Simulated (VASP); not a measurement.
Li (a cell with a defect): single point with PBE+D3(BJ)

The system is Li (a cell with a defect).

```
CELL_PARAMETERS angstrom
6.98000 0.00000 0.00000
0.00000 6.98000 0.00000
0.00000 0.00000 6.98000
ATOMIC_POSITIONS crystal
Li 0.10457 0.99082 0.99189
Li 0.46159 0.98787 0.00920
Li 0.98854 0.48553 0.04252
Li 0.97089 0.99328 0.50251
Li 0.29920 0.31375 0.21135
Li 0.53348 0.48441 0.00039
Li 0.41933 0.94842 0.44934
Li 0.71186 0.25140 0.22638
Li 0.00854 0.52977 0.46570
Li 0.26289 0.77345 0.27715
Li 0.26023 0.26398 0.74309
Li 0.51033 0.50494 0.53509
Li 0.71467 0.76367 0.25612
Li 0.77234 0.24828 0.77520
Li 0.22192 0.72398 0.73178
Li 0.83923 0.66692 0.81082
Li 0.64457 0.92864 0.69804
```

```yaml
Program: VASP 6.6.1
Task: single point
Functional: PBE
Dispersion: D3(BJ)
Potentials_or_basis: VASP PAW PBE potentials, release 64 (Li_sv)
Cutoff: 520 eV
k_mesh: 2 × 2 × 2
Occupations: fermi-dirac, width 0.1 eV
Spin: no spin polarisation
```

The largest force is 1.512 eV/Å, the band gap on the k mesh is zero (an odd number of electrons rules out a gap without spin polarisation) and the dispersion energy per atom is -0.172 eV.

Forces on the atoms (eV/Å):
```
Li  -0.892  0.111  0.106
Li   0.452  0.025  0.005
Li   0.447 -0.193  0.289
Li   0.300  0.128 -0.173
Li  -0.298 -0.304  0.451
Li  -0.274  0.660 -0.392
Li   0.256  1.172  0.450
Li   0.236 -0.435  0.357
Li  -0.212 -0.239  0.033
Li  -0.620 -1.116 -0.810
Li  -0.052 -0.050 -0.106
Li   0.267  0.110 -0.099
Li   0.206 -0.086 -0.135
Li   0.188  0.295  0.037
Li   0.350 -0.057  0.195
Li  -0.177  0.233 -0.251
Li  -0.177 -0.251  0.045
```

Levels at points of the mesh, in eV from the Fermi level:
```
           k point  band 23  band 24  band 25  band 26  band 27  band 28
(0.00, 0.00, 0.00)    -0.93    -0.89     0.17     0.30     0.43     0.50
(0.50, 0.00, 0.00)    -0.52    -0.45    -0.43    -0.33    -0.30     0.95
(0.00, 0.50, 0.00)    -0.56    -0.48    -0.48    -0.44    -0.34     0.88
(0.00, 0.00, 0.50)    -0.56    -0.52    -0.46    -0.41    -0.34     0.95
(0.50, 0.50, 0.00)    -0.16    -0.10    -0.05     0.06     0.17     0.30
(0.00, 0.50, 0.50)    -0.19    -0.12    -0.01     0.04     0.14     0.27
(0.50, 0.00, 0.50)    -0.21    -0.16     0.01     0.14     0.21     0.32
(0.50, 0.50, 0.50)    -1.59    -1.56    -1.43     1.72     1.88     2.02
```

It took 2.2 min on 1 thread of Intel(R) Xeon(R) Platinum 8488C (Sapphire Rapids), with other jobs on the host, peak memory 0.37 GiB.

Caveat: the k points lie up to 0.45 Å⁻¹ apart, too coarse for converged energies and pressures of a metal.
